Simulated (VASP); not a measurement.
Input of a VASP 6.6.1 run:

Contents of INCAR:

```
SYSTEM = Fe2O3
ALGO     = Normal         ! electronic algorithm
EDIFF    = 1E-6           ! SCF threshold, eV
ENCUT    = 600            ! plane-wave cutoff, eV
GGA      = PE             ! functional
GGA_COMPAT= .FALSE.      
ISIF     = 2              ! what is computed and relaxed
ISMEAR   = 0              ! smearing method
ISPIN    = 2              ! spin polarisation
LASPH    = .TRUE.         ! aspherical terms in the spheres
LCHARG   = .TRUE.         ! write CHGCAR
LDAU     = .TRUE.         ! DFT+U
LDAUJ    = 0 0          
LDAUL    = 2 -1           ! shell
LDAUPRINT= 1            
LDAUTYPE = 2            
LDAUU    = 4 0            ! U, eV
LELF     = .TRUE.         ! ELF
LMAXMIX  = 4              ! l up to which the mixer works
LORBIT   = 11             ! projections on sites
LREAL    = .FALSE.        ! projectors in reciprocal space
LVHAR    = .TRUE.       
LWAVE    = .FALSE.        ! write WAVECAR
MAGMOM   = 4.35 4.35 4.35 4.35 0.44 0.44 0.44 0.44 0.44 0.44 ! initial moments
NBANDS   = 49             ! bands
NELM     = 200            ! most SCF steps
PREC     = Accurate       ! precision mode
SIGMA    = 0.05           ! smearing width, eV
```

File KPOINTS:

```
k-points
0
G
  4 4 4
  0 0 0
```

File POSCAR:

```
Fe2O3
1.0
    2.5847951777      1.4923321917      4.6467741314
   -2.5847951777      1.4923321917      4.6467741314
    0.0000000000     -2.9846643833      4.6467741314
Fe O
4 6
Direct
    0.3549336529      0.3549336529      0.3549336529
    0.1450663471      0.1450663471      0.1450663471
    0.6450663471      0.6450663471      0.6450663471
    0.8549336529      0.8549336529      0.8549336529
    0.5536335339      0.9463664661      0.2500000000
    0.2500000000      0.5536335339      0.9463664661
    0.9463664661      0.2500000000      0.5536335339
    0.4463664661      0.0536335339      0.7500000000
    0.7500000000      0.4463664661      0.0536335339
    0.0536335339      0.7500000000      0.4463664661
```

Potentials or basis: VASP PAW PBE potentials, release 64 (Fe, O).

The run is started by

```bash
$ cat potpaw_PBE.64/Fe/POTCAR potpaw_PBE.64/O/POTCAR > POTCAR
$ mpirun -np 1 vasp_std > vasp.out
```

**Question.** Estimate the site moments.

**Answer.** Fe +4.32; O +0.37 μB.

**Question.** What does it give for the net moment?

**Answer.** 20.00 μB per cell.

**Question.** Estimate the pressure.

**Answer.** -4.2 GPa.

**Question.** What does it give for the largest force?

**Answer.** 0.139 eV/Å.

Forces on the atoms (eV/Å):
```
Fe   0.000  0.000 -0.139
Fe   0.000  0.000  0.139
Fe   0.000  0.000  0.139
Fe   0.000  0.000 -0.139
O    0.027  0.000  0.000
O   -0.014  0.024  0.000
O   -0.014 -0.024  0.000
O   -0.027  0.000  0.000
O    0.014 -0.024  0.000
O    0.014  0.024  0.000
```

Caveat: the cell stands under tension; the run started ferromagnetic, and an antiferromagnetic order may lie lower in energy. The state reached can hang on the start; a lower one may exist.
